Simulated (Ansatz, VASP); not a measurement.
Two plane-wave programs on Ge

```
Ge
1.0
    -1.45397    1.81467    1.82893
     1.45397   -1.81467    1.82893
     1.45397    1.81467   -1.82893
Ge
1
Direct
  0.00000 0.50000 0.50000
```

Alike in both runs: functional PBE; k mesh 8 × 8 × 8; occupations gaussian, width 0.1 eV; no spin polarisation.

Ansatz relaxed the structure, and its values are those at the end. VASP's run is a single point on that final structure, the one shown.

```csv
,VASP,Ansatz
version,VASP 6.6.1,Ansatz 0.2.0
potentials or method,"VASP PAW PBE potentials, release 64 (Ge_d), cutoff 520 eV","scalar-relativistic, plane waves, PAW"
valence electrons in the cell,14,14
```

VASP gave:

```
gap on the k mesh at the Fermi level (eV) : none
pressure (GPa)                            : -0.1
```

Q: Estimate Ansatz's values.

A: gap on the k mesh at the Fermi level (eV): none; pressure (GPa): 0.0.

A gap of «none» marks a metal or a gap that the smearing closes.
